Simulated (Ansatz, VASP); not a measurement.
Ca3H2Pt in VASP and in Ansatz

```
CELL_PARAMETERS angstrom
7.34183 0.00000 0.00000
-3.67092 6.35821 0.00000
0.00000 0.00000 7.23413
ATOMIC_POSITIONS crystal
Ca 0.17324 0.34648 0.75000
Ca 0.65352 0.82676 0.75000
Ca 0.17324 0.82676 0.75000
Ca 0.82676 0.65352 0.25000
Ca 0.34648 0.17324 0.25000
Ca 0.82676 0.17324 0.25000
H 0.66667 0.33333 0.08762
H 0.33333 0.66667 0.91238
H 0.33333 0.66667 0.58762
H 0.66667 0.33333 0.41238
Pt 0.00000 0.00000 0.00000
Pt 0.00000 0.00000 0.50000
```

Change from the starting cell: species swapped into the Zr2V3Ru type (P6_3/mmc, No. 194).

Alike in both runs: task relaxation of cell and atoms; functional PBE; k mesh 3 × 3 × 4; occupations gaussian, width 0.1 eV; no spin polarisation.

|  | VASP | Ansatz |
| --- | --- | --- |
| version | VASP 6.6.1 | Ansatz 0.2.0 |
| potentials or method | VASP PAW PBE potentials, release 64 (Ca_sv, H, Pt), cutoff 600 eV | scalar-relativistic, plane waves, PAW |
| valence electrons in the cell | 84 | 100 |

```csv
,VASP,Ansatz,Ansatz less VASP
"gap on the k mesh at the Fermi level, each at its own relaxed structure (eV)",none,none,-
relaxed volume (Å³/atom),27.47,27.47,+0.001
relaxed cell length with the largest relative difference (Å),6.819,6.824,+0.0049
```

A gap of «none» marks a metal or a gap that the smearing closes. VASP's potentials hold 84 valence electrons a cell and Ansatz's 100, so a difference there can come from the potentials and not from the codes.

Spin-orbit coupling is off throughout.
